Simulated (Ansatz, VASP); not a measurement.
## BAs in VASP and in Ansatz

INCAR

```
SYSTEM = BAs
PREC = Accurate ; ENCUT = 520
EDIFF = 1E-8 ; ISMEAR = -1
SIGMA = 0.05 ; LREAL = .False.
LASPH = .True. ; NELM = 60
ALGO = Normal ; ISIF = 2
LWAVE = .False. ; LCHARG = .False.
GGA = PE ; LEFG = .True.
NBANDS = 11
```

KPOINTS

```
regular mesh
0
Gamma
  13 13 13
  0 0 0
```

File POSCAR:

```
BAs
1.0
    0.0000000000      2.3885000000      2.3885000000
    2.3885000000      0.0000000000      2.3885000000
    2.3885000000      2.3885000000      0.0000000000
B As
1 1
Direct
    0.0000000000      0.0000000000      0.0000000000
    0.7500000000      0.7500000000      0.7500000000
```

Input for Ansatz:

```yaml
crystal:
  lattice:
    - [0.0, 2.3885, 2.3885]
    - [2.3885, 0.0, 2.3885]
    - [2.3885, 2.3885, 0.0]
  atoms:
    - { symbol: B, position: [0.0, 0.0, 0.0] }
    - { symbol: As, position: [0.75, 0.75, 0.75] }
kpoints:
  mp_grid: { grid: [13, 13, 13] }
  band_path:
    path:
      - [0.0, 0.0, 0.0]
      - [-0.5, -0.5, 0.0]
      - [-0.375, -0.375, 0.25]
      - [-0.375, 0.0, 0.375]
      - [0.0, 0.0, 0.0]
      - [0.0, 0.0, 0.5]
      - [-0.5, -0.25, 0.25]
      - [-0.5, -0.5, 0.0]
    npoints: 8
scf:
  occupations: { method: fermi_dirac, width: 0.05 }
hamiltonian:
  xc: pbe
  pseudopotentials: { kind: paw }
output:
  forces: true
  stress: true
  eigenvalues: true
  efg: { contact_densities: true }
  populations: true
  bader: true
  dos: { projected: true, de: 0.2, e_range: [-14, 8] }
```

Alike in both runs: task electric field gradients; functional PBE; k mesh 13 × 13 × 13; occupations fermi-dirac, width 0.05 eV; no spin polarisation.

|  | VASP | Ansatz |
| --- | --- | --- |
| version | VASP 6.6.1 | Ansatz 0.2.0 |
| potentials or method | VASP PAW PBE potentials, release 64 (B, As) | PAW with Ansatz's default frozen-core files, scalar-relativistic |
| plane-wave cutoff (eV) | 520 | 420 |
| valence electrons in the cell | 8 | 18 |

|  | VASP | Ansatz | Ansatz less VASP |
| --- | --- | --- | --- |
| pressure (GPa) | 3.4 | 2.8 | -0.66 |

VASP's potentials hold 8 valence electrons a cell and Ansatz's 18, so a difference there can come from the potentials and not from the codes.
